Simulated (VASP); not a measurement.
# Al3Ni5 (Cmm2) in VASP: further runs

Al3Ni5 is run at these levels: PBEsol; tasks: single point.

All numbers are computed with VASP 6.6.1; they aren't measurements. Logs are shortened: lines on timing, memory, paths and dates and some standing lists are left out, and cuts for length are marked.

## (1) The cell of the first run

The structure is orthorhombic, space group Cmm2 (No. 35). Conventional cell: a = 6.587 Å, b = 7.384 Å, c = 3.720 Å, α = 90.00°, β = 90.00°, γ = 90.00°. Al (site symmetry mm2) has 8 Ni at 2.23 to 2.52 Å and 4 Al at 2.71 to 2.85 Å within 3.0 Å. Al (site symmetry m) has 10 Ni at 2.21 to 2.76 Å and 2 Al at 2.71 to 2.85 Å within 2.9 Å. Ni (site symmetry mm2) has 4 Al at 2.21 to 2.75 Å and 8 Ni at 2.47 to 2.65 Å within 2.9 Å. Within 3.0 Å of Ni (site symmetry 2) lie 6 Al at 2.25 to 2.76 Å and 6 Ni at 2.47 to 2.66 Å. Within 3.0 Å of Ni (site symmetry m) lie 6 Al at 2.23 to 2.55 Å and 7 Ni at 2.55 to 2.95 Å.

## (2) Single point, PBEsol (atoms displaced along a vibrational mode)

INCAR

```
  PREC = Accurate
  ENCUT = 520
  EDIFF = 1E-6
  ISMEAR = 0
  SIGMA = 0.15
  LREAL = F
  LASPH = T
  NELM = 80
  ALGO = Fast
  ISIF = 2
  LWAVE = F
  LCHARG = F
  GGA = PS
  NBANDS = 40
```

KPOINTS

```
regular mesh
0
Gamma
  8 8 10
```

POSCAR

```
Al3Ni5
1.0
    3.2933322733     -3.6919375996      0.0000000000
    3.2933322733      3.6919375996      0.0000000000
    0.0000000000      0.0000000000      3.7203545688
Al Ni
3 5
Direct
    0.5000000000      0.5000000000      0.0410008284
    0.7796888788      0.2203111212      0.5705577910
    0.2203111212      0.7796888788      0.5705577910
    0.0000000000      0.0000000000     -0.0258638350
    0.0000000000      0.5000000000     -0.0213534505
    0.5000000000      0.0000000000     -0.0213534505
    0.2762373070      0.2762373070      0.4924256280
    0.7237626930      0.7237626930      0.4924256280
```

Potentials or basis: VASP PAW PBE potentials, release 64 (Al, Ni).

Run with:

```sh
$ cat potpaw_PBE.64/Al/POTCAR potpaw_PBE.64/Ni/POTCAR > POTCAR
$ mpirun -np 1 vasp_std > vasp.out
```

OUTCAR:

```text
PREC = Accurate
   ENCUT = 520
   EDIFF = 1E-6
   ISMEAR = 0
   LREAL = F
   LASPH = T
   NELM = 80
   ISIF = 2
   GGA = PS

 ion  position               nearest neighbor table
   1  0.500  0.500  0.041-   7 2.23   8 2.23   5 2.48   6 2.48   6 2.48   5 2.48   7 2.52   8 2.52
                             2 2.71   3 2.71   2 2.85   3 2.85
   2  0.780  0.220  0.571-   4 2.21   5 2.25   6 2.25   7 2.46   8 2.46   8 2.55   7 2.55   1 2.71
                             4 2.75   6 2.76   5 2.76   1 2.85   3 3.25   3 3.32   3 3.32
   3  0.220  0.780  0.571-   4 2.21   5 2.25   6 2.25   7 2.46   8 2.46   8 2.55   7 2.55   1 2.71
                             4 2.75   6 2.76   5 2.76   1 2.85   2 3.25   2 3.32   2 3.32
   4  0.000  0.000  0.974-   2 2.21   3 2.21   5 2.47   6 2.47   5 2.47   6 2.47   7 2.55   8 2.55
                             7 2.65   8 2.65   2 2.75   3 2.75
   5  0.000  0.500  0.979-   2 2.25   3 2.25   4 2.47   4 2.47   1 2.48   1 2.48   7 2.59   8 2.59
                             7 2.66   8 2.66   2 2.76   3 2.76
   6  0.500  0.000  0.979-   2 2.25   3 2.25   4 2.47   4 2.47   1 2.48   1 2.48   7 2.59   8 2.59
                             7 2.66   8 2.66   2 2.76   3 2.76
   7  0.276  0.276  0.492-   1 2.23   2 2.46   3 2.46   1 2.52   2 2.55   3 2.55   4 2.55   5 2.59
                             6 2.59   4 2.65   5 2.66   6 2.66   8 2.95
   8  0.724  0.724  0.492-   1 2.23   2 2.46   3 2.46   1 2.52   2 2.55   3 2.55   4 2.55   5 2.59
                             6 2.59   4 2.65   5 2.66   6 2.66   7 2.95

  LATTYP: Found a base centered orthorhombic cell.
 ALAT       =     6.5866645466
 B/A-ratio  =     1.1210340449
 C/A-ratio  =     0.5648313410

  Lattice vectors:

 A1 = (   3.2933322733,  -3.6919375996,   0.0000000000)
 A2 = (   3.2933322733,   3.6919375996,   0.0000000000)
 A3 = (   0.0000000000,   0.0000000000,   3.7203545688)

Analysis of symmetry for initial positions (statically):
=====================================================================
 Subroutine PRICEL returns:
 Original cell was already a primitive cell.

 Routine SETGRP: Setting up the symmetry group for a
 base centered orthorhombic supercell.

 Subroutine GETGRP returns: Found  4 space group operations
 (whereof  4 operations were pure point group operations)
 out of a pool of  8 trial point group operations.

The static configuration has the point symmetry C_2v.

Analysis of symmetry for dynamics (positions and initial velocities):
=====================================================================
 Subroutine PRICEL returns:
 Original cell was already a primitive cell.

 Routine SETGRP: Setting up the symmetry group for a
 base centered orthorhombic supercell.

 Subroutine GETGRP returns: Found  4 space group operations
[... 128 lines left out ...]
   EMIN   =  10.00;   EMAX   =-10.00  energy-range for DOS
   EFERMI =   0.00;   METHOD = LEGACY
   ISMEAR =     0;   SIGMA  =   0.15  broadening in eV -4-tet -1-fermi 0-gaus
   EFERMI_NEDOS =   21; number of points for ismear=-14 and -15
   IALGO  =     68    algorithm
   IMIX   =      4    mixing-type and parameters
     AMIX     =   0.40;   BMIX     =  1.00
     AMIX_MAG =   1.60;   BMIX_MAG =  1.00
  volume/ion in A,a.u.               =      11.31        76.32
  Fermi-wavevector in a.u.,A,eV,Ry     =   1.419681  2.682808 27.422461  2.015494
  Thomas-Fermi vector in A             =   2.540676
   LORBIT       =      0    0 simple, 1 ext, 2 COOP (PROOUT), +10 PAW based schemes
   GGA     = PS    functional components
   LHFCALC =     F    Hartree Fock is set to
   AEXX    =    0.0000 exact exchange contribution
   IVDW    =     0    specifies the selected vdW correction
   LEPSILON=     F    determine dielectric tensor
   LRPA    =     F    only Hartree local field effects (RPA)
 non-spin polarized calculation
 RMM-DIIS sequential band-by-band and
 Gauss-broadening in eV      SIGMA  =   0.15
  energy-cutoff  :      520.00
  volume of cell :       90.47
 maximum number of plane-waves:      2461
 NGX is ok and might be reduce to    40
   NGX = 19   NGY = 19   NGZ = 13

 number of electron      59.0000010 magnetization

 Free energy of the ion-electron system (eV)
  ---------------------------------------------------
  ext. energy  EPLUGINS =         0.00000000
  ---------------------------------------------------
  free energy    TOTEN  =       -46.43766488 eV

  energy without entropy =      -46.39502924  energy(sigma->0) =      -46.41634706

 E-fermi :  10.0536     XC(G=0): -12.6024

 val. band max:       10.0494419028   @ k =   0.5000   0.2500   0.3000
 cond. band min:      10.0606584984   @ k =  -0.3750   0.3750   0.4000
 fundamental gap:      0.0112165956
 Fermi energy:        10.0536150890

 k-point     1 :       0.0000    0.0000    0.0000
  band No.  band energies     occupation
      1      -0.8166      2.00000
      2       3.9271      2.00000
      3       4.0823      2.00000
      4       4.9675      2.00000
      5       5.5813      2.00000
      6       5.6934      2.00000
[... 1021 lines left out ...]
     39      17.3178      0.00000
     40      17.7506      0.00000

 [... further k-points ...]

------------------------ aborting loop because EDIFF is reached ----------------------------------------

  FORCE on cell =-STRESS in cart. coord.  units (eV):
  Direction    XX          YY          ZZ          XY          YZ          ZX
  --------------------------------------------------------------------------------------
  -------------------------------------------------------------------------------------
  Total        4.2446470      2.1324812      4.4701858      0.0000000      0.0000000      0.0000000
  in kB       75.1705859     37.7651797     79.1647649      0.0000000      0.0000000      0.0000000
  external PRESSURE =      64.0335102 kB  Pullay stress =       0.0000000 kB

 VOLUME and BASIS-vectors are now :
 -----------------------------------------------------------------------------
  energy-cutoff  :      520.00
  volume of cell :       90.47
      direct lattice vectors                 reciprocal lattice vectors
     3.293332273 -3.691937600  0.000000000     0.151821911 -0.135430241  0.000000000
     3.293332273  3.691937600  0.000000000     0.151821911  0.135430241  0.000000000
     0.000000000  0.000000000  3.720354569     0.000000000  0.000000000  0.268791585

 POSITION                                       TOTAL-FORCE (eV/Angst)
 -----------------------------------------------------------------------------------
      3.29333      0.00000      0.15254         0.000000      0.000000     -1.666331
      3.29333     -2.06519      2.12268         0.000000      0.517076     -3.128339
      3.29333      2.06519      2.12268         0.000000     -0.517076     -3.128339
      0.00000      0.00000      3.62413         0.000000      0.000000      2.460605
      1.64667      1.84597      3.64091        -0.000000     -0.000000      2.029162
      1.64667     -1.84597      3.64091         0.000000      0.000000      2.029162
      1.81948      0.00000      1.83200        -0.296643      0.000000      0.702040
      4.76718      0.00000      1.83200         0.296643      0.000000      0.702040
 -----------------------------------------------------------------------------------
    total drift:                               -0.000001      0.000000     -0.002082

  FREE ENERGIE OF THE ION-ELECTRON SYSTEM (eV)
  ---------------------------------------------------
  free  energy   TOTEN  =       -46.4376648776 eV

  energy  without entropy=      -46.3950292439  energy(sigma->0) =      -46.41634706
```

OSZICAR:

```text
N       E                     dE             d eps       ncg     rms          rms(c)
DAV:   1     0.395534081684E+03    0.39553E+03   -0.24835E+04 10080   0.181E+03
DAV:   2    -0.231371240249E+02   -0.41867E+03   -0.40020E+03 10080   0.370E+02
DAV:   3    -0.539291660808E+02   -0.30792E+02   -0.29442E+02 11304   0.129E+02
DAV:   4    -0.545909204658E+02   -0.66175E+00   -0.65996E+00 11888   0.185E+01
DAV:   5    -0.546137260610E+02   -0.22806E-01   -0.22803E-01 12856   0.292E+00    0.278E+01
RMM:   6    -0.589675879713E+02   -0.43539E+01   -0.12929E+02 10836   0.104E+02    0.333E+01
RMM:   7    -0.465032541318E+02    0.12464E+02   -0.39056E+01 10080   0.610E+01    0.290E+00
RMM:   8    -0.464808664272E+02    0.22388E-01   -0.58485E-01 10579   0.551E+00    0.198E+00
RMM:   9    -0.464512196913E+02    0.29647E-01   -0.16267E-01 11036   0.270E+00    0.147E+00
RMM:  10    -0.464394571165E+02    0.11763E-01   -0.51455E-02 11142   0.184E+00    0.658E-01
RMM:  11    -0.464383847636E+02    0.10724E-02   -0.11448E-02 11811   0.847E-01    0.419E-01
RMM:  12    -0.464378143783E+02    0.57039E-03   -0.42402E-03 11681   0.485E-01    0.294E-01
RMM:  13    -0.464376623178E+02    0.15206E-03   -0.14376E-03 12189   0.259E-01    0.135E-01
RMM:  14    -0.464376594434E+02    0.28744E-05   -0.57303E-04 11783   0.154E-01    0.584E-02
RMM:  15    -0.464376583855E+02    0.10579E-05   -0.21944E-04 12965   0.948E-02    0.231E-02
RMM:  16    -0.464376643538E+02   -0.59683E-05   -0.68955E-05 14372   0.373E-02    0.998E-03
RMM:  17    -0.464376648776E+02   -0.52388E-06   -0.40595E-06  8722   0.106E-02
   1 F= -.46437665E+02 E0= -.46416347E+02  d E =-.426356E-01
```

It took 7.2 min on 1 thread of Intel Xeon Platinum 8375C at 2.90GHz (Ice Lake), shared host; peak memory 0.44 GiB.

What came out:

```
Free energy            : -46.4377 eV
Pressure               : 6.4 GPa
Largest force          : 3.171 eV/Å
Band gap on the k mesh : zero (an odd number of electrons rules out a gap without spin polarisation)
```

Forces in eV/Å, atoms in the order of the input:
```
Al   0.000  0.000 -1.666
Al   0.000  0.517 -3.128
Al   0.000 -0.517 -3.128
Ni   0.000  0.000  2.461
Ni   0.000  0.000  2.029
Ni   0.000  0.000  2.029
Ni  -0.297  0.000  0.702
Ni   0.297  0.000  0.702
```

Caveat: the cell differs from its parent crystal (atoms displaced along a vibrational mode); the cell stands under pressure; the PAW data sets were made with another functional, which shifts forces and pressure a little. Spin polarisation is off, so any magnetic state and its effect on volume and gap are missing.

## (3) Single point, PBEsol (atoms displaced along a vibrational mode)

INCAR

```
SYSTEM = Al3Ni5
PREC = Accurate
ENCUT = 520
EDIFF = 1E-6
ISMEAR = 0
SIGMA = 0.15
LREAL = .FALSE.
LASPH = .TRUE.
NELM = 80
ALGO = Fast
ISIF = 2
LWAVE = .FALSE.
LCHARG = .FALSE.
GGA = PS
NBANDS = 40
```

KPOINTS

```
Automatic mesh
0
G
  8 8 10
  0 0 0
```

POSCAR

```
Al3Ni5
1.0
    3.2933322733     -3.6919375996      0.0000000000
    3.2933322733      3.6919375996      0.0000000000
    0.0000000000      0.0000000000      3.7203545688
Al Ni
3 5
Direct
    0.5000000000      0.5000000000      0.0292863060
    0.7796888788      0.2203111212      0.5503984221
    0.2203111212      0.7796888788      0.5503984221
    0.0000000000      0.0000000000     -0.0184741679
    0.0000000000      0.5000000000     -0.0152524646
    0.5000000000      0.0000000000     -0.0152524646
    0.2762373070      0.2762373070      0.4945897343
    0.7237626930      0.7237626930      0.4945897343
```

Potentials or basis: VASP PAW PBE potentials, release 64 (Al, Ni).

Run with:

```sh
$ cat potpaw_PBE.64/Al/POTCAR potpaw_PBE.64/Ni/POTCAR > POTCAR
$ mpirun -np 1 vasp_std > vasp.out
```

It took 7.5 min on 1 thread of Intel Xeon Platinum 8375C at 2.90GHz (Ice Lake), shared host; peak memory 0.44 GiB.

The run converged. Its results:

| Property | Result |
| --- | --- |
| Free energy | -47.0360 eV |
| Pressure | 3.3 GPa |
| Largest force | 2.144 eV/Å |
| Band gap on the k mesh | zero (an odd number of electrons rules out a gap without spin polarisation) |

Forces in eV/Å, atoms in the order of the input:
```
Al   0.000  0.000 -1.179
Al   0.000  0.254 -2.129
Al   0.000 -0.254 -2.129
Ni   0.000  0.000  1.683
Ni   0.000  0.000  1.389
Ni   0.000  0.000  1.389
Ni  -0.153  0.000  0.488
Ni   0.153  0.000  0.488
```

Stress tensor (GPa, compression positive):
```
3.70 0.00 0.00
0.00 1.98 0.00
0.00 0.00 4.31
```

Levels at points of the mesh, in eV from the Fermi level:
```csv
k point,band 26,band 27,band 28,band 29,band 30,band 31,band 32,band 33
"(0.00, 0.00, 0.00)",-0.92,-0.83,-0.75,-0.62,-0.56,0.08,0.42,2.02
"(0.50, 0.00, 0.00)",-1.02,-0.98,-0.77,-0.30,-0.29,1.13,2.08,2.26
"(0.50, 0.50, 0.00)",-1.15,-1.11,-1.02,-0.56,3.01,3.35,3.57,3.76
"(0.00, 0.00, 0.50)",-1.47,-1.27,-1.12,-0.76,-0.72,-0.37,2.13,2.50
"(0.50, 0.00, 0.50)",-1.25,-1.20,-1.14,-0.59,0.72,0.97,1.01,1.01
"(0.50, 0.50, 0.50)",-1.36,-1.35,-1.29,-1.09,-0.15,-0.14,0.11,0.15
```

Caveat: the cell differs from its parent crystal (atoms displaced along a vibrational mode); the cell stands under pressure; the PAW data sets were made with another functional, which shifts forces and pressure a little. Spin polarisation is off, so any magnetic state and its effect on volume and gap are missing.
